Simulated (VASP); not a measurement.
# AlNi (P4/mmm) in VASP: further runs

Runs on AlNi. Level: PBEsol. Tasks: single point.

All numbers are computed with VASP 6.6.1; they aren't measurements. Logs are shortened: lines on timing, memory, paths and dates and some standing lists are left out, and cuts for length are marked.

## Step 1: The cell of the first run

It takes space group P4/mmm (No. 123, tetragonal). Conventional cell: a = 2.859 Å, b = 2.859 Å, c = 2.826 Å, α = 90.00°, β = 90.00°, γ = 90.00°. Within 3.3 Å of Al (site symmetry 4/mmm) lie 8 Ni at 2.47 Å and 6 Al at 2.83 to 2.86 Å. Within 3.3 Å of Ni (site symmetry 4/mmm) lie 8 Al at 2.47 Å and 6 Ni at 2.83 to 2.86 Å.

## Step 2: Single point, PBEsol (strain +0.000 along x and y, -0.015 along z)

The input, INCAR:

```
PREC = Accurate
ENCUT = 520
EDIFF = 1E-6
ISMEAR = 0
SIGMA = 0.15
LREAL = F
LASPH = T
NELM = 80
ALGO = Fast
ISIF = 2
LWAVE = F
LCHARG = F
GGA = PS
NBANDS = 14
```

The input, KPOINTS:

```
Automatic mesh
0
Gamma
  20 20 20
```

The input, POSCAR:

```
AlNi
1.0
    2.0213280871     -2.0213497883      0.0000000000
    2.0213280871      2.0213497883      0.0000000000
    0.0000000000      0.0000000000      2.8263676787
Al Ni
1 1
Direct
    0.0000000000      0.0000000000      0.0000000000
    0.5000000000      0.5000000000      0.5000000000
```

Potentials or basis: VASP PAW PBE potentials, release 64 (Al, Ni).

The run is started by

```console
$ cat potpaw_PBE.64/Al/POTCAR potpaw_PBE.64/Ni/POTCAR > POTCAR
$ mpirun -np 1 vasp_std > vasp.out
```

OUTCAR:

```text
PREC = Accurate
   ENCUT = 520
   EDIFF = 1E-6
   ISMEAR = 0
   LREAL = F
   LASPH = T
   NELM = 80
   ISIF = 2
   GGA = PS

 ion  position               nearest neighbor table
   1  0.000  0.000  0.000-   2 2.47   2 2.47   2 2.47   2 2.47   2 2.47   2 2.47   2 2.47   2 2.47

   2  0.500  0.500  0.500-   1 2.47   1 2.47   1 2.47   1 2.47   1 2.47   1 2.47   1 2.47   1 2.47

  LATTYP: Found a base centered orthorhombic cell.
 ALAT       =     4.0426561742
 B/A-ratio  =     1.0000107361
 C/A-ratio  =     0.6991362997

  Lattice vectors:

 A1 = (   2.0213280871,  -2.0213497883,   0.0000000000)
 A2 = (   2.0213280871,   2.0213497883,   0.0000000000)
 A3 = (   0.0000000000,   0.0000000000,   2.8263676787)

Analysis of symmetry for initial positions (statically):
=====================================================================
 Subroutine PRICEL returns:
 Original cell was already a primitive cell.

 Routine SETGRP: Setting up the symmetry group for a
 base centered orthorhombic supercell.

 Subroutine GETGRP returns: Found  8 space group operations
 (whereof  8 operations were pure point group operations)
 out of a pool of  8 trial point group operations.

The static configuration has the point symmetry D_2h.

Analysis of symmetry for dynamics (positions and initial velocities):
=====================================================================
 Subroutine PRICEL returns:
 Original cell was already a primitive cell.

 Routine SETGRP: Setting up the symmetry group for a
 base centered orthorhombic supercell.

 Subroutine GETGRP returns: Found  8 space group operations
 (whereof  8 operations were pure point group operations)
 out of a pool of  8 trial point group operations.

The dynamic configuration has the point symmetry D_2h.

 Subroutine INISYM returns: Found  8 space group operations
 (whereof  8 operations are pure point group operations),
 and found     1 'primitive' translations

----------------------------------------------------------------------------------------

                                     Primitive cell

  volume of cell :      23.0960

  direct lattice vectors                    reciprocal lattice vectors
     2.021328087 -2.021349788  0.000000000     0.247362120 -0.247359464  0.000000000
     2.021328087  2.021349788  0.000000000     0.247362120  0.247359464  0.000000000
     0.000000000  0.000000000  2.826367679     0.000000000  0.000000000  0.353811009

  length of vectors
     2.858604940  2.858604940  2.826367679     0.349820986  0.349820986  0.353811009

  position of ions in fractional coordinates (direct lattice)
     0.000000000  0.000000000  0.000000000
     0.500000000  0.500000000  0.500000000

  ion indices of the primitive-cell ions
   primitive index   ion index
                 1           1
                 2           2

----------------------------------------------------------------------------------------

 KPOINTS: Automatic mesh

Automatic generation of k-mesh.
 Grid dimensions read from file:
 generate k-points for:   20   20   20

 Generating k-lattice:

  Cartesian coordinates                     Fractional coordinates (reciprocal lattice)
     0.012368106 -0.012367973  0.000000000     0.050000000  0.000000000  0.000000000
     0.012368106  0.012367973  0.000000000     0.000000000  0.050000000  0.000000000
     0.000000000  0.000000000  0.017690550     0.000000000  0.000000000  0.050000000

  Length of vectors
     0.017491049  0.017491049  0.017690550

  Shift w.r.t. Gamma in fractional coordinates (k-lattice)
     0.000000000  0.000000000  0.000000000

 Subroutine IBZKPT returns following result:
 ===========================================

 Found   1221 irreducible k-points:

 Following reciprocal coordinates:
            Coordinates               Weight
  0.000000  0.000000  0.000000      1.000000
  0.050000 -0.000000  0.000000      4.000000
  0.100000  0.000000  0.000000      4.000000
  0.150000  0.000000  0.000000      4.000000
  0.200000  0.000000  0.000000      4.000000
  0.250000  0.000000  0.000000      4.000000
[... 16 lines left out ...]
 -0.400000  0.050000  0.000000      4.000000
 -0.350000  0.050000  0.000000      4.000000
 [... further k-points ...]
   k-points           NKPTS =   1221   k-points in BZ     NKDIM =   1221   number of bands    NBANDS=     14
   number of dos      NEDOS =    301   number of ions     NIONS =      2
   total plane-waves  NPLWV =  13824
   dimension x,y,z NGX =    24 NGY =   24 NGZ =   24
   dimension x,y,z NGXF=    48 NGYF=   48 NGZF=   48
   ions per type =               1   1
   NGX,Y,Z   is equivalent  to a cutoff of  13.96, 13.96, 14.12 a.u.
   NGXF,Y,Z  is equivalent  to a cutoff of  27.92, 27.92, 28.23 a.u.
 SYSTEM =  unknown system
   PREC   = accura    normal or accurate (medium, high low for compatibility)
   ISTART =      0    job   : 0-new  1-cont  2-samecut
   ICHARG =      2    charge: 1-file 2-atom 10-const
   ISPIN  =      1    spin polarized calculation?
   LNONCOLLINEAR =      F non collinear calculations
   LSORBIT =      F    spin-orbit coupling
   LASPH  =      T    aspherical Exc in radial PAW
   ENCUT  =  520.0 eV  38.22 Ry    6.18 a.u.   5.32  5.32  5.26*2*pi/ulx,y,z
   NELM   =     80;   NELMIN=  2; NELMDL= -5     # of ELM steps
   EDIFF  = 0.1E-05   stopping-criterion for ELM
   LREAL  =      F    real-space projection
   EDIFFG = 0.1E-04   stopping-criterion for IOM
   NSW    =      0    number of steps for IOM
   IBRION =     -1    ionic relax: 0-MD 1-quasi-New 2-CG
   NFREE  =      0    steps in history (QN), initial steepest desc. (CG)
   ISIF   =      2    stress and relaxation
   ISYM   =      2    0-nonsym 1-usesym 2-fastsym
   POTIM  = 0.5000    time-step for ionic-motion
   TEBEG  =    0.0;   TEEND  =   0.0 temperature during run
   PSTRESS=    0.0 pullay stress
   NELECT =      13.0000    total number of electrons
   NUPDOWN=      -1.0000    fix difference up-down
   EMIN   =  10.00;   EMAX   =-10.00  energy-range for DOS
   EFERMI =   0.00;   METHOD = LEGACY
   ISMEAR =     0;   SIGMA  =   0.15  broadening in eV -4-tet -1-fermi 0-gaus
   EFERMI_NEDOS =   21; number of points for ismear=-14 and -15
   IALGO  =     68    algorithm
   IMIX   =      4    mixing-type and parameters
     AMIX     =   0.40;   BMIX     =  1.00
     AMIX_MAG =   1.60;   BMIX_MAG =  1.00
  volume/ion in A,a.u.               =      11.55        77.93
  Fermi-wavevector in a.u.,A,eV,Ry     =   1.351690  2.554323 24.858725  1.827065
  Thomas-Fermi vector in A             =   2.479090
   LORBIT       =      0    0 simple, 1 ext, 2 COOP (PROOUT), +10 PAW based schemes
   GGA     = PS    functional components
   LHFCALC =     F    Hartree Fock is set to
   AEXX    =    0.0000 exact exchange contribution
   IVDW    =     0    specifies the selected vdW correction
   LEPSILON=     F    determine dielectric tensor
   LRPA    =     F    only Hartree local field effects (RPA)
 non-spin polarized calculation
 RMM-DIIS sequential band-by-band and
 Gauss-broadening in eV      SIGMA  =   0.15
  energy-cutoff  :      520.00
  volume of cell :       23.10
 maximum number of plane-waves:       641
 NGX is ok and might be reduce to    24
   NGX = 11   NGY = 11   NGZ = 11

 number of electron      13.0000003 magnetization

 Free energy of the ion-electron system (eV)
  ---------------------------------------------------
  ext. energy  EPLUGINS =         0.00000000
  ---------------------------------------------------
  free energy    TOTEN  =       -11.58673281 eV

  energy without entropy =      -11.57709049  energy(sigma->0) =      -11.58191165

 E-fermi :  10.3593     XC(G=0): -12.3358

 val. band max:       10.3589848116   @ k =   0.3000   0.0000   0.3500
 cond. band min:      10.3599958045   @ k =  -0.4000   0.2500   0.4500
 fundamental gap:      0.0010109929
 Fermi energy:        10.3593167878

 k-point     1 :       0.0000    0.0000    0.0000
  band No.  band energies     occupation
      1      -1.0258      2.00000
      2       6.9498      2.00000
      3       6.9582      2.00000
      4       8.7250      2.00000
      5       8.7584      2.00000
      6       8.7584      2.00000
      7      15.8692      0.00000
      8      15.8693      0.00000
      9      16.2874      0.00000
     10      18.5746      0.00000
     11      18.6615      0.00000
     12      24.7290      0.00000
     13      31.5120      0.00000
     14      31.7601      0.00000

 k-point     2 :       0.0500   -0.0000    0.0000
  band No.  band energies     occupation
      1      -0.9789      2.00000
      2       6.9480      2.00000
      3       6.9679      2.00000
      4       8.7036      2.00000
      5       8.7382      2.00000
      6       8.7606      2.00000
      7      15.3247      0.00000
      8      15.9320      0.00000
      9      16.3487      0.00000
     10      18.6366      0.00000
     11      19.1110      0.00000
     12      24.8792      0.00000
     13      30.8811      0.00000
     14      31.1776      0.00000

 k-point     3 :       0.1000    0.0000    0.0000
  band No.  band energies     occupation
      1      -0.8385      2.00000
      2       6.9331      2.00000
      3       7.0004      2.00000
      4       8.6427      2.00000
      5       8.6809      2.00000
      6       8.7670      2.00000
      7      14.2622      0.00000
      8      16.1168      0.00000
      9      16.5300      0.00000
     10      18.6418      0.00000
     11      20.0529      0.00000
     12      25.3491      0.00000
     13      29.7235      0.00000
     14      30.0404      0.00000
[... 324 lines left out ...]
 k-point    23 :      -0.4000    0.0500    0.0000
  band No.  band energies     occupation
      1       1.8893      2.00000
      2       4.9120      2.00000
      3       7.4052      2.00000
      4       8.0340      2.00000
      5       8.1164      2.00000
      6       8.8229      2.00000
      7       9.8225      2.00000
      8      18.0302      0.00000
      9      19.5112      0.00000
     10      19.6494      0.00000
     11      22.5660      0.00000
     12      23.2564      0.00000
     13      24.3964      0.00000
     14      26.8738      0.00000

 k-point    24 :      -0.3500    0.0500    0.0000
  band No.  band energies     occupation
      1       1.2430      2.00000
      2       5.6152      2.00000
      3       7.3458      2.00000
      4       8.1029      2.00000
      5       8.1864      2.00000
      6       8.8126      2.00000
      7      10.0768      1.99227
      8      17.5932      0.00000
      9      18.9586      0.00000
     10      19.3395      0.00000
     11      23.4410      0.00000
     12      23.7940      0.00000
     13      24.2514      0.00000
     14      27.3887      0.00000

 [... further k-points ...]

------------------------ aborting loop because EDIFF is reached ----------------------------------------

  FORCE on cell =-STRESS in cart. coord.  units (eV):
  Direction    XX          YY          ZZ          XY          YZ          ZX
  --------------------------------------------------------------------------------------
  -------------------------------------------------------------------------------------
  Total        0.3536170      0.3532011      0.4921452      0.0000000      0.0000000      0.0000000
  in kB       24.5305248     24.5016702     34.1402666      0.0000000      0.0000000      0.0000000
  external PRESSURE =      27.7241539 kB  Pullay stress =       0.0000000 kB

 VOLUME and BASIS-vectors are now :
 -----------------------------------------------------------------------------
  energy-cutoff  :      520.00
  volume of cell :       23.10
      direct lattice vectors                 reciprocal lattice vectors
     2.021328087 -2.021349788  0.000000000     0.247362120 -0.247359464  0.000000000
     2.021328087  2.021349788  0.000000000     0.247362120  0.247359464  0.000000000
     0.000000000  0.000000000  2.826367679     0.000000000  0.000000000  0.353811009

 POSITION                                       TOTAL-FORCE (eV/Angst)
 -----------------------------------------------------------------------------------
      0.00000      0.00000      0.00000         0.000000     -0.000000      0.000000
      2.02133      0.00000      1.41318         0.000000      0.000000      0.000000
 -----------------------------------------------------------------------------------
    total drift:                                0.000000     -0.000000     -0.000000

  FREE ENERGIE OF THE ION-ELECTRON SYSTEM (eV)
  ---------------------------------------------------
  free  energy   TOTEN  =       -11.5867328130 eV

  energy  without entropy=      -11.5770904850  energy(sigma->0) =      -11.58191165
```

It took 4.5 min on 1 thread of Intel Xeon 8259CL, shared host; peak memory 0.49 GiB.

What came out:

```yaml
Free_energy: -11.5867 eV
Pressure: 2.8 GPa
Band_gap_on_the_k_mesh: zero (an odd number of electrons rules out a gap without spin polarisation)
```

Levels at points of the mesh, in eV from the Fermi level:
| k point | band 4 | band 5 | band 6 | band 7 | band 8 | band 9 | band 10 | band 11 |
| --- | --- | --- | --- | --- | --- | --- | --- | --- |
| (0.00, 0.00, 0.00) | -1.63 | -1.60 | -1.60 | 5.51 | 5.51 | 5.93 | 8.22 | 8.30 |
| (0.50, 0.00, 0.00) | -2.37 | -2.31 | -1.51 | -0.69 | 8.34 | 10.02 | 10.41 | 11.10 |
| (0.50, 0.50, 0.00) | -3.02 | -2.14 | -2.14 | -1.07 | 1.45 | 2.60 | 12.87 | 15.58 |
| (0.00, 0.00, 0.50) | -2.37 | -2.37 | -1.53 | -0.61 | 8.34 | 10.07 | 10.07 | 11.22 |
| (0.50, 0.00, 0.50) | -2.92 | -2.20 | -2.19 | -1.05 | 1.56 | 2.70 | 12.59 | 15.27 |
| (0.50, 0.50, 0.50) | -1.04 | -1.01 | 1.95 | 1.95 | 1.97 | 4.04 | 4.55 | 4.67 |

Caveat: the cell differs from its parent crystal (strain +0.000 along x and y, -0.015 along z); the PAW data sets were made with another functional, which shifts forces and pressure a little. Spin polarisation is off, so any magnetic state and its effect on volume and gap are missing.

## Step 3: Single point, PBEsol (strain +0.030 along x and y, +0.000 along z)

The input, INCAR:

```
SYSTEM = AlNi
PREC = Accurate
ENCUT = 520
EDIFF = 1E-6
ISMEAR = 0
SIGMA = 0.15
LREAL = .False.
LASPH = .True.
NELM = 80
ALGO = Fast
ISIF = 2
LWAVE = .False.
LCHARG = .True.
GGA = PS
LELF = .True.
LVHAR = .True.
NBANDS = 14
```

The input, KPOINTS:

```
regular mesh
0
Gamma
  20 20 20
  0 0 0
```

The input, POSCAR:

```
AlNi
1.0
    2.0819679297     -2.0819902819      0.0000000000
    2.0819679297      2.0819902819      0.0000000000
    0.0000000000      0.0000000000      2.8694088109
Al Ni
1 1
Direct
    0.0000000000      0.0000000000      0.0000000000
    0.5000000000      0.5000000000      0.5000000000
```

Potentials or basis: VASP PAW PBE potentials, release 64 (Al, Ni).

The run is started by

```console
$ cat potpaw_PBE.64/Al/POTCAR potpaw_PBE.64/Ni/POTCAR > POTCAR
$ mpirun -np 1 vasp_std > vasp.out
```

Wall time 11 min (1 thread of Intel Xeon 8259CL, shared host); peak memory 0.52 GiB.

The run converged. Its results:

```yaml
Free_energy: -11.5474 eV
Pressure: -9.0 GPa
Band_gap_on_the_k_mesh: zero (an odd number of electrons rules out a gap without spin polarisation)
```

Stress tensor (GPa, compression positive):
```
-9.65  0.00  0.00
 0.00 -9.65  0.00
 0.00  0.00 -7.81
```

Levels at points of the mesh, in eV from the Fermi level:
```tsv
k point	band 5	band 6	band 7	band 8	band 9	band 10
(0.00, 0.00, 0.00)	-1.44	-1.44	5.03	5.03	5.94	7.91
(0.50, 0.00, 0.00)	-2.04	-1.36	-0.68	8.23	9.48	10.19
(0.50, 0.50, 0.00)	-1.90	-1.90	-1.00	1.23	2.17	12.27
(0.00, 0.00, 0.50)	-2.18	-1.41	-0.51	8.26	9.59	9.59
(0.50, 0.00, 0.50)	-2.01	-1.99	-0.95	1.48	2.38	11.66
(0.50, 0.50, 0.50)	-0.91	2.00	2.00	2.05	3.39	4.13
```

Caveat: the cell differs from its parent crystal (strain +0.030 along x and y, +0.000 along z); the cell stands under tension; the PAW data sets were made with another functional, which shifts forces and pressure a little. Spin polarisation is off, so any magnetic state and its effect on volume and gap are missing.

[end of part 1 of 2]
